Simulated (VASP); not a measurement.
Set up this calculation in VASP 6.6.1, as the native input.

```
Task                   : single point
Functional             : r2SCAN
Potentials or basis    : VASP PAW PBE potentials, release 64 (Mo_sv, S)
Cutoff                 : 520 eV
k mesh                 : 10 × 10 × 10
Occupations            : fermi-dirac, width 0.05 eV
Spin                   : no spin polarisation
Hubbard terms          : Mo d U = 3.0 eV
Dipole correction      : no
Further INCAR settings : ALGO = Normal; EDIFF = 1e-06; NBANDS = 20
```

Crystal: MoS2.

```xyz
3
Lattice="1.5933 0.9199 6.4910 -1.5933 0.9199 6.4910 0.0000 -1.8398 6.4910" Properties=species:S:1:pos:R:3 pbc="T T T"
Mo    0.0000    0.0000    0.0021
S     0.0000    0.0000    8.0447
S     0.0000    0.0000    4.9417
```

The input as run:

POSCAR

```
MoS2
1.0
    1.5932943386      0.9198889153      6.4909898534
   -1.5932943386      0.9198889153      6.4909898534
    0.0000000000     -1.8397778305      6.4909898534
Mo S
1 2
Direct
    0.0001064658      0.0001064658      0.0001064658
    0.4131220624      0.4131220624      0.4131220624
    0.2537714718      0.2537714718      0.2537714718
```

INCAR.step1

```
PREC = Accurate ; ENCUT = 520
ISMEAR = -1 ; SIGMA = 0.05
LREAL = False ; LASPH = True
NELM = 150 ; LMAXMIX = 4
LDAU = True ; LDAUTYPE = 2
LDAUL = 2 -1 ; LDAUU = 3 0
LDAUJ = 0 0 ; NBANDS = 20
GGA = PE ; ALGO = Normal
EDIFF = 1E-4 ; LWAVE = True
LCHARG = False
```

INCAR.step2

```
PREC = Accurate ; ENCUT = 520
EDIFF = 1E-6 ; ISMEAR = -1
SIGMA = 0.05 ; LREAL = False
LASPH = True ; NELM = 150
ALGO = Normal ; ISIF = 2
LWAVE = False ; LCHARG = False
LMAXMIX = 4 ; LDAU = True
LDAUTYPE = 2 ; LDAUL = 2 -1
LDAUU = 3 0 ; LDAUJ = 0 0
LDAUPRINT = 1 ; METAGGA = R2SCAN
LMIXTAU = True ; NBANDS = 20
ISTART = 1
```

KPOINTS

```
regular mesh
0
Gamma
  10 10 10
```

Potentials or basis: VASP PAW PBE potentials, release 64 (Mo_sv, S).

The run is started by

```bash
$ cat potpaw_PBE.64/Mo_sv/POTCAR potpaw_PBE.64/S/POTCAR > POTCAR
$ cp INCAR.step1 INCAR
$ mpirun -np 1 vasp_std > vasp.out
$ cp INCAR.step2 INCAR
$ mpirun -np 1 vasp_std > vasp.out
```

Results of the run:

```
Pressure               : 1.8 GPa
Largest force          : 0.220 eV/Å
Band gap on the k mesh : 1.26 eV (least direct gap 1.95 eV)
```

Caveat: the PAW data sets were made with another functional, which shifts forces and pressure a little.

Run time: 33 min on 1 thread of Oxide Virtual Turin-like Processor (shared host), peak memory 0.43 GiB.
